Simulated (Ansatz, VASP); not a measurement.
## Two plane-wave programs on SiC

```xyz
8
Lattice="3.0757 0.0000 0.0000 -1.5378 2.6636 0.0000 0.0000 0.0000 10.0706" Properties=species:S:1:pos:R:3 pbc="T T T"
Si    1.5378    0.8879    9.4447
Si    0.0000    1.7758    4.4094
Si    0.0000    0.0000    6.9275
Si    0.0000    0.0000    1.8922
C     1.5378    0.8879    7.5510
C     0.0000    1.7758    2.5157
C     0.0000    0.0000    5.0400
C     0.0000    0.0000    0.0046
```

Alike in both runs: task single point; functional PBEsol; k mesh 6 × 6 × 2; occupations gaussian, width 0.1 eV; no spin polarisation.

|  | VASP | Ansatz |
| --- | --- | --- |
| version | VASP 6.6.1 | Ansatz 0.2.0 |
| potentials or method | VASP PAW PBE potentials, release 64 (Si, C), cutoff 600 eV | scalar-relativistic, plane waves, PAW |
| valence electrons in the cell | 32 | 32 |

Ansatz gave:

* gap on the k mesh at the Fermi level (eV): 2.11
* least direct gap on the mesh (eV): 3.24
* pressure (GPa): 0.5
* traceless stress, the component that is largest in VASP (GPa): -0.18
* rms of the force components (eV/Å): 0.003

Problem. What did VASP give for the same quantities?

Solution. gap on the k mesh at the Fermi level (eV): 2.11; least direct gap on the mesh (eV): 3.23; pressure (GPa): 0.7; traceless stress, the component that is largest in VASP (GPa): -0.18; rms of the force components (eV/Å): 0.003.

VASP's potentials were made for PBE, not for PBEsol. Atom by atom the forces differ by 0.000 eV/Å (rms over components).
